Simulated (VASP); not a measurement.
# Mg2H2O3 (P-3m1) in VASP: a series of runs

Mg2H2O3 is run at these levels: PBEsol; tasks: single point.

Everything below comes from runs of VASP 6.6.1. Logs are shortened: lines on timing, memory, paths and dates and some standing lists are left out, and cuts for length are marked.

## 1. The cell of the first run

The structure is trigonal, space group P-3m1 (No. 164). Conventional cell: a = 3.066 Å, b = 3.066 Å, c = 7.285 Å, α = 90.00°, β = 90.00°, γ = 120.00°. Within 2.7 Å of Mg (site symmetry 3m) lie 6 O at 2.06 to 2.15 Å and 3 H at 2.69 Å. Within 1.3 Å of H (site symmetry 3m) lie 1 O at 0.97 Å. Within 1.3 Å of O (site symmetry 3m) lie 1 H at 0.97 Å. Within 2.9 Å of O (site symmetry -3m) lie 6 Mg at 2.15 Å and 6 O at 2.87 Å.

## 2. Single point, PBEsol

INCAR

```
SYSTEM = Mg2H2O3
ALGO = Normal
EDIFF = 1E-7
ENCUT = 520
GGA = PS
ISIF = 2
ISMEAR = 0
LASPH = .True.
LCHARG = .False.
LREAL = .False.
LWAVE = .False.
NBANDS = 21
NELM = 80
PREC = Accurate
SIGMA = 0.1
```

KPOINTS

```
k-points
0
Gamma
  6 6 4
  0 0 0
```

POSCAR

```
Mg2H2O3
1.0
    3.0658917310      0.0000000000      0.0000000000
   -1.5329458655      2.6551401243      0.0000000000
    0.0000000000      0.0000000000      7.2849001824
Mg H O
2 2 3
Direct
    0.6666666667      0.3333333333      0.8333400224
    0.3333333333      0.6666666667      0.1666599776
    0.3333333333      0.6666666667      0.5559630435
    0.6666666667      0.3333333333      0.4440369565
    0.3333333333      0.6666666667      0.6891250516
    0.6666666667      0.3333333333      0.3108749484
    0.0000000000      0.0000000000      0.0000000000
```

Potentials or basis: VASP PAW PBE potentials, release 64 (Mg, H, O).

Command:

```console
$ cat potpaw_PBE.64/Mg/POTCAR potpaw_PBE.64/H/POTCAR potpaw_PBE.64/O/POTCAR > POTCAR
$ mpirun -np 1 vasp_std > vasp.out
```

OUTCAR:

```text
SYSTEM = Mg2H2O3
   EDIFF = 1E-7
   ENCUT = 520
   GGA = PS
   ISIF = 2
   ISMEAR = 0
   LASPH = .True.
   LREAL = .False.
   NELM = 80
   PREC = Accurate

 ion  position               nearest neighbor table
   1  0.667  0.333  0.833-   5 2.06   5 2.06   5 2.06   7 2.15   7 2.15   7 2.15   2 3.00   2 3.00
                             2 3.00
   2  0.333  0.667  0.167-   6 2.06   6 2.06   6 2.06   7 2.15   7 2.15   7 2.15   1 3.00   1 3.00
                             1 3.00
   3  0.333  0.667  0.556-   5 0.97
   4  0.667  0.333  0.444-   6 0.97
   5  0.333  0.667  0.689-   3 0.97   1 2.06   1 2.06   1 2.06
   6  0.667  0.333  0.311-   4 0.97   2 2.06   2 2.06   2 2.06
   7  0.000  0.000  0.000-   1 2.15   2 2.15   1 2.15   2 2.15   1 2.15   2 2.15

  LATTYP: Found a hexagonal cell.
 ALAT       =     3.0658917310
 C/A-ratio  =     2.3761113639

  Lattice vectors:

 A1 = (   3.0658917310,   0.0000000000,   0.0000000000)
 A2 = (  -1.5329458655,   2.6551401243,   0.0000000000)
 A3 = (   0.0000000000,   0.0000000000,   7.2849001824)

Analysis of symmetry for initial positions (statically):
=====================================================================
 Subroutine PRICEL returns:
 Original cell was already a primitive cell.

 Routine SETGRP: Setting up the symmetry group for a
 hexagonal supercell.

 Subroutine GETGRP returns: Found 12 space group operations
 (whereof 12 operations were pure point group operations)
 out of a pool of 24 trial point group operations.

The static configuration has the point symmetry D_3d.

Analysis of symmetry for dynamics (positions and initial velocities):
=====================================================================
 Subroutine PRICEL returns:
 Original cell was already a primitive cell.

 Routine SETGRP: Setting up the symmetry group for a
 hexagonal supercell.

 Subroutine GETGRP returns: Found 12 space group operations
 (whereof 12 operations were pure point group operations)
 out of a pool of 24 trial point group operations.

The dynamic configuration has the point symmetry D_3d.

 Subroutine INISYM returns: Found 12 space group operations
 (whereof 12 operations are pure point group operations),
 and found     1 'primitive' translations

----------------------------------------------------------------------------------------

                                     Primitive cell

  volume of cell :      59.3018

  direct lattice vectors                    reciprocal lattice vectors
     3.065891731  0.000000000  0.000000000     0.326169378  0.188313978  0.000000000
    -1.532945865  2.655140124  0.000000000     0.000000000  0.376627957  0.000000000
     0.000000000  0.000000000  7.284900182     0.000000000  0.000000000  0.137270240

  length of vectors
     3.065891731  3.065891731  7.284900182     0.376627957  0.376627957  0.137270240

  position of ions in fractional coordinates (direct lattice)
     0.666666667  0.333333333  0.833340022
     0.333333333  0.666666667  0.166659978
     0.333333333  0.666666667  0.555963044
     0.666666667  0.333333333  0.444036956
     0.333333333  0.666666667  0.689125052
     0.666666667  0.333333333  0.310874948
     0.000000000  0.000000000  0.000000000

  ion indices of the primitive-cell ions
   primitive index   ion index
                 1           1
                 2           2
                 3           3
                 4           4
                 5           5
                 6           6
                 7           7

----------------------------------------------------------------------------------------

 KPOINTS: k-points

Automatic generation of k-mesh.
 Grid dimensions read from file:
 generate k-points for:    6    6    4

 Generating k-lattice:

  Cartesian coordinates                     Fractional coordinates (reciprocal lattice)
     0.054361563  0.031385663  0.000000000     0.166666667  0.000000000  0.000000000
     0.000000000  0.062771326  0.000000000     0.000000000  0.166666667  0.000000000
     0.000000000  0.000000000  0.034317560     0.000000000  0.000000000  0.250000000

  Length of vectors
     0.062771326  0.062771326  0.034317560

  Shift w.r.t. Gamma in fractional coordinates (k-lattice)
     0.000000000  0.000000000  0.000000000

 Subroutine IBZKPT returns following result:
 ===========================================

 Found     24 irreducible k-points:

 Following reciprocal coordinates:
            Coordinates               Weight
  0.000000  0.000000  0.000000      1.000000
  0.166667  0.000000  0.000000      6.000000
  0.333333  0.000000  0.000000      6.000000
  0.500000  0.000000  0.000000      3.000000
  0.166667  0.166667  0.000000      6.000000
  0.333333  0.166667  0.000000     12.000000
[... 16 lines left out ...]
  0.333333  0.166667  0.500000     12.000000
  0.333333  0.333333  0.500000      2.000000
   k-points           NKPTS =     24   k-points in BZ     NKDIM =     24   number of bands    NBANDS=     21
   number of dos      NEDOS =    301   number of ions     NIONS =      7
   total plane-waves  NPLWV =  31104
   dimension x,y,z NGX =    24 NGY =   24 NGZ =   54
   dimension x,y,z NGXF=    48 NGYF=   48 NGZF=  108
   ions per type =               2   2   3
   NGX,Y,Z   is equivalent  to a cutoff of  13.01, 13.01, 12.32 a.u.
   NGXF,Y,Z  is equivalent  to a cutoff of  26.03, 26.03, 24.65 a.u.
 SYSTEM =  Mg2H2O3
   PREC   = accura    normal or accurate (medium, high low for compatibility)
   ISTART =      0    job   : 0-new  1-cont  2-samecut
   ICHARG =      2    charge: 1-file 2-atom 10-const
   ISPIN  =      1    spin polarized calculation?
   LNONCOLLINEAR =      F non collinear calculations
   LSORBIT =      F    spin-orbit coupling
   LASPH  =      T    aspherical Exc in radial PAW
   ENCUT  =  520.0 eV  38.22 Ry    6.18 a.u.   5.70  5.70 13.55*2*pi/ulx,y,z
   NELM   =     80;   NELMIN=  2; NELMDL= -5     # of ELM steps
   EDIFF  = 0.1E-06   stopping-criterion for ELM
   LREAL  =      F    real-space projection
   EDIFFG = 0.1E-05   stopping-criterion for IOM
   NSW    =      0    number of steps for IOM
   IBRION =     -1    ionic relax: 0-MD 1-quasi-New 2-CG
   NFREE  =      0    steps in history (QN), initial steepest desc. (CG)
   ISIF   =      2    stress and relaxation
   ISYM   =      2    0-nonsym 1-usesym 2-fastsym
   POTIM  = 0.5000    time-step for ionic-motion
   TEBEG  =    0.0;   TEEND  =   0.0 temperature during run
   PSTRESS=    0.0 pullay stress
   NELECT =      24.0000    total number of electrons
   NUPDOWN=      -1.0000    fix difference up-down
   EMIN   =  10.00;   EMAX   =-10.00  energy-range for DOS
   EFERMI =   0.00;   METHOD = LEGACY
   ISMEAR =     0;   SIGMA  =   0.10  broadening in eV -4-tet -1-fermi 0-gaus
   EFERMI_NEDOS =   21; number of points for ismear=-14 and -15
   IALGO  =     38    algorithm
   IMIX   =      4    mixing-type and parameters
     AMIX     =   0.40;   BMIX     =  1.00
     AMIX_MAG =   1.60;   BMIX_MAG =  1.00
  volume/ion in A,a.u.               =       8.47        57.17
  Fermi-wavevector in a.u.,A,eV,Ry     =   1.210940  2.288345 19.951252  1.466376
  Thomas-Fermi vector in A             =   2.346471
   LORBIT       =      0    0 simple, 1 ext, 2 COOP (PROOUT), +10 PAW based schemes
   GGA     = PS    functional components
   LHFCALC =     F    Hartree Fock is set to
   AEXX    =    0.0000 exact exchange contribution
   IVDW    =     0    specifies the selected vdW correction
   LEPSILON=     F    determine dielectric tensor
   LRPA    =     F    only Hartree local field effects (RPA)
 non-spin polarized calculation
 Gauss-broadening in eV      SIGMA  =   0.10
  energy-cutoff  :      520.00
  volume of cell :       59.30
 maximum number of plane-waves:      1614
 NGX is ok and might be reduce to    24
   NGX = 11   NGY = 11   NGZ = 27

 number of electron      24.0000007 magnetization

 Free energy of the ion-electron system (eV)
  ---------------------------------------------------
  ext. energy  EPLUGINS =         0.00000000
  ---------------------------------------------------
  free energy    TOTEN  =       -39.98348109 eV

  energy without entropy =      -39.98348109  energy(sigma->0) =      -39.98348109

 E-fermi :   1.8235     XC(G=0): -10.3528

 val. band max:        1.3578406750   @ k =   0.0000   0.0000   0.0000
 cond. band min:       5.2101462631   @ k =   0.0000   0.0000   0.0000
 fundamental gap:      3.8523055881
 Fermi energy:         1.8235250406

 k-point     1 :       0.0000    0.0000    0.0000
  band No.  band energies     occupation
      1     -17.1863      2.00000
      2     -16.5526      2.00000
      3     -14.6471      2.00000
      4      -5.2457      2.00000
      5      -4.4360      2.00000
      6       0.2136      2.00000
[... 13 lines left out ...]
     20      16.9962      0.00000
     21      18.2206      0.00000

 k-point     2 :       0.1667    0.0000    0.0000
  band No.  band energies     occupation
      1     -17.0315      2.00000
      2     -16.4699      2.00000
      3     -14.4990      2.00000
      4      -5.1133      2.00000
      5      -4.3420      2.00000
      6      -0.4264      2.00000
[... 13 lines left out ...]
     20      16.3890      0.00000
     21      16.8159      0.00000

 k-point     3 :       0.3333    0.0000    0.0000
  band No.  band energies     occupation
      1     -16.6843      2.00000
      2     -16.3197      2.00000
      3     -14.1778      2.00000
      4      -4.8377      2.00000
      5      -4.1636      2.00000
      6      -1.7878      2.00000
[... 13 lines left out ...]
     20      14.8925      0.00000
     21      16.3190      0.00000

 k-point     4 :       0.5000    0.0000    0.0000
  band No.  band energies     occupation
      1     -16.4660      2.00000
      2     -16.2776      2.00000
      3     -14.0023      2.00000
      4      -4.7026      2.00000
      5      -4.0523      2.00000
      6      -2.5190      2.00000
[... 13 lines left out ...]
     20      15.2549      0.00000
     21      15.4562      0.00000

 k-point     5 :       0.1667    0.1667    0.0000
  band No.  band energies     occupation
      1     -16.7790      2.00000
      2     -16.3531      2.00000
      3     -14.2619      2.00000
      4      -4.8959      2.00000
      5      -4.2133      2.00000
      6      -1.1727      2.00000
[... 13 lines left out ...]
     20      15.0742      0.00000
     21      16.1952      0.00000

 k-point     6 :       0.3333    0.1667    0.0000
  band No.  band energies     occupation
      1     -16.4761      2.00000
      2     -16.2715      2.00000
      3     -14.0039      2.00000
      4      -4.6195      2.00000
      5      -4.1035      2.00000
      6      -2.1129      2.00000
[... 13 lines left out ...]
     20      14.4482      0.00000
     21      15.2396      0.00000

 k-point     7 :       0.3333    0.3333    0.0000
  band No.  band energies     occupation
      1     -16.3095      2.00000
      2     -16.3095      2.00000
      3     -13.9136      2.00000
      4      -4.2702      2.00000
      5      -4.2702      2.00000
      6      -1.6785      2.00000
[... 13 lines left out ...]
     20      14.1143      0.00000
     21      14.5649      0.00000
[... 291 lines left out ...]
      1     -16.6672      2.00000
      2     -16.3415      2.00000
      3     -14.1716      2.00000
      4      -4.8369      2.00000
      5      -4.1488      2.00000
      6      -1.9693      2.00000
[... 13 lines left out ...]
     20      15.7277      0.00000
     21      16.9361      0.00000

 k-point    21 :       0.5000    0.0000    0.5000
  band No.  band energies     occupation
      1     -16.4657      2.00000
      2     -16.2776      2.00000
      3     -14.0038      2.00000
      4      -4.4550      2.00000
      5      -4.3852      2.00000
      6      -2.4290      2.00000
[... 13 lines left out ...]
     20      14.9051      0.00000
     21      17.2919      0.00000

 k-point    22 :       0.1667    0.1667    0.5000
  band No.  band energies     occupation
      1     -16.7553      2.00000
      2     -16.3855      2.00000
      3     -14.2503      2.00000
      4      -4.9936      2.00000
      5      -4.0591      2.00000
      6      -1.5934      2.00000
[... 13 lines left out ...]
     20      16.2612      0.00000
     21      16.7433      0.00000

 k-point    23 :       0.3333    0.1667    0.5000
  band No.  band energies     occupation
      1     -16.4707      2.00000
      2     -16.2771      2.00000
      3     -14.0036      2.00000
      4      -4.5078      2.00000
      5      -4.2669      2.00000
      6      -2.1667      2.00000
[... 13 lines left out ...]
     20      14.8574      0.00000
     21      15.8095      0.00000

 k-point    24 :       0.3333    0.3333    0.5000
  band No.  band energies     occupation
      1     -16.3097      2.00000
      2     -16.3097      2.00000
      3     -13.9139      2.00000
      4      -4.3084      2.00000
      5      -4.3084      2.00000
      6      -1.8688      2.00000
[... 13 lines left out ...]
     20      14.3729      0.00000
     21      14.7283      0.00000

------------------------ aborting loop because EDIFF is reached ----------------------------------------

  FORCE on cell =-STRESS in cart. coord.  units (eV):
  Direction    XX          YY          ZZ          XY          YZ          ZX
  --------------------------------------------------------------------------------------
  -------------------------------------------------------------------------------------
  Total       -0.2432697     -0.2432697      0.1778526     -0.0000000      0.0000000      0.0000000
  in kB       -6.5725009     -6.5725009      4.8051046     -0.0000000      0.0000000      0.0000000
  external PRESSURE =      -2.7799657 kB  Pullay stress =       0.0000000 kB

 VOLUME and BASIS-vectors are now :
 -----------------------------------------------------------------------------
  energy-cutoff  :      520.00
  volume of cell :       59.30
      direct lattice vectors                 reciprocal lattice vectors
     3.065891731  0.000000000  0.000000000     0.326169378  0.188313978  0.000000000
    -1.532945865  2.655140124  0.000000000     0.000000000  0.376627957  0.000000000
     0.000000000  0.000000000  7.284900182     0.000000000  0.000000000  0.137270240

 POSITION                                       TOTAL-FORCE (eV/Angst)
 -----------------------------------------------------------------------------------
      1.53295      0.88505      6.07080         0.000000     -0.000000      0.000775
     -0.00000      1.77009      1.21410         0.000000      0.000000     -0.000775
     -0.00000      1.77009      4.05014        -0.000000     -0.000000     -0.158879
      1.53295      0.88505      3.23476         0.000000     -0.000000      0.158879
     -0.00000      1.77009      5.02021        -0.000000      0.000000      0.158680
      1.53295      0.88505      2.26469         0.000000      0.000000     -0.158680
      0.00000      0.00000      0.00000         0.000000      0.000000     -0.000000
 -----------------------------------------------------------------------------------
    total drift:                                0.000000     -0.000000      0.000000

  FREE ENERGIE OF THE ION-ELECTRON SYSTEM (eV)
  ---------------------------------------------------
  free  energy   TOTEN  =       -39.9834810922 eV

  energy  without entropy=      -39.9834810922  energy(sigma->0) =      -39.98348109
```

Wall time 18 s (1 thread of Intel Xeon Platinum 8559C (Emerald Rapids), shared host); peak memory 0.18 GiB.

What came out:

```yaml
Free_energy: -39.9835 eV
Pressure: -0.3 GPa
Largest_force: 0.159 eV/Å
Band_gap_on_the_k_mesh: 3.85 eV
```

Forces in eV/Å, atoms in the order of the input:
```
Mg   0.000  0.000  0.001
Mg   0.000  0.000 -0.001
H    0.000  0.000 -0.159
H    0.000  0.000  0.159
O    0.000  0.000  0.159
O    0.000  0.000 -0.159
O    0.000  0.000  0.000
```

Stress tensor (GPa, compression positive):
```
-0.66  0.00  0.00
 0.00 -0.66  0.00
 0.00  0.00  0.48
```

Levels at points of the mesh, in eV from the valence-band top:
| k point | band 10 | band 11 | band 12 | band 13 | band 14 | band 15 |
| --- | --- | --- | --- | --- | --- | --- |
| (0.00, 0.00, 0.00) | -0.82 | 0.00 | 0.00 | 3.85 | 6.91 | 8.23 |
| (0.50, 0.00, 0.00) | -1.12 | -0.84 | -0.60 | 7.63 | 8.05 | 9.10 |
| (0.00, 0.00, 0.50) | -0.70 | -0.02 | -0.02 | 4.72 | 6.05 | 8.08 |
| (0.50, 0.00, 0.50) | -1.33 | -0.79 | -0.53 | 7.01 | 8.51 | 9.52 |

Caveat: the PAW data sets were made with another functional, which shifts forces and pressure a little. A k mesh can miss the band edges.

## 3. Single point, PBEsol

This run uses another cell than the first one, of 9.08 Å³/atom.

INCAR

```
ALGO     = Normal         # electronic algorithm
EDIFF    = 1E-6           # SCF threshold, eV
ENCUT    = 520            # plane-wave cutoff, eV
GGA      = PS             # functional
ISIF     = 2              # what is computed and relaxed
ISMEAR   = 0              # smearing method
LASPH    = True           # aspherical terms in the spheres
LCHARG   = False          # write CHGCAR
LREAL    = False          # projectors in reciprocal space
LWAVE    = False          # write WAVECAR
NBANDS   = 21             # bands
NELM     = 60             # most SCF steps
PREC     = Accurate       # precision mode
SIGMA    = 0.1            # smearing width, eV
```

KPOINTS

```
k-points
0
Gamma
  6 6 4
```

POSCAR

```
Mg2H2O3
1.0
    3.0850007055      0.0000000000      0.0000000000
   -1.5425003528      2.6716889817      0.0000000000
    0.0000000000      0.0000000000      7.7100000000
Mg H O
2 2 3
Direct
    0.6666666667      0.3333333333      0.8399000000
    0.3333333333      0.6666666667      0.1601000000
    0.3333333333      0.6666666667      0.5666000000
    0.6666666667      0.3333333333      0.4334000000
    0.3333333333      0.6666666667      0.6949000000
    0.6666666667      0.3333333333      0.3051000000
    0.0000000000      0.0000000000      0.0000000000
```

Potentials or basis: VASP PAW PBE potentials, release 64 (Mg, H, O).

Command:

```console
$ cat potpaw_PBE.64/Mg/POTCAR potpaw_PBE.64/H/POTCAR potpaw_PBE.64/O/POTCAR > POTCAR
$ mpirun -np 1 vasp_std > vasp.out
```

It took 21 s on 1 thread of Intel Xeon Platinum 8559C (Emerald Rapids), shared host; peak memory 0.19 GiB.

The run converged. Its results:

| Property | Result |
| --- | --- |
| Free energy | -39.8716 eV |
| Pressure | -6.6 GPa |
| Largest force | 0.820 eV/Å |
| Band gap on the k mesh | 3.54 eV |

Forces in eV/Å, atoms in the order of the input:
```
Mg   0.000  0.000 -0.562
Mg   0.000  0.000  0.562
H    0.000  0.000  0.820
H    0.000  0.000 -0.820
O    0.000  0.000 -0.062
O    0.000  0.000  0.062
O    0.000  0.000  0.000
```

Stress tensor (GPa, compression positive):
```
 -3.72   0.00   0.00
  0.00  -3.72   0.00
  0.00   0.00 -12.42
```

Levels at points of the mesh, in eV from the valence-band top:
| k point | band 10 | band 11 | band 12 | band 13 | band 14 | band 15 |
| --- | --- | --- | --- | --- | --- | --- |
| (0.00, 0.00, 0.00) | -0.39 | 0.00 | 0.00 | 3.54 | 6.51 | 8.29 |
| (0.50, 0.00, 0.00) | -0.91 | -0.76 | -0.56 | 7.36 | 7.79 | 8.75 |
| (0.00, 0.00, 0.50) | -0.32 | -0.03 | -0.03 | 4.42 | 5.53 | 8.25 |
| (0.50, 0.00, 0.50) | -0.91 | -0.87 | -0.47 | 6.75 | 8.25 | 9.24 |

Caveat: the stress differs along the axes, from -12 to -4 GPa; the PAW data sets were made with another functional, which shifts forces and pressure a little. A k mesh can miss the band edges.

(Part 1 of 2 ends here.)
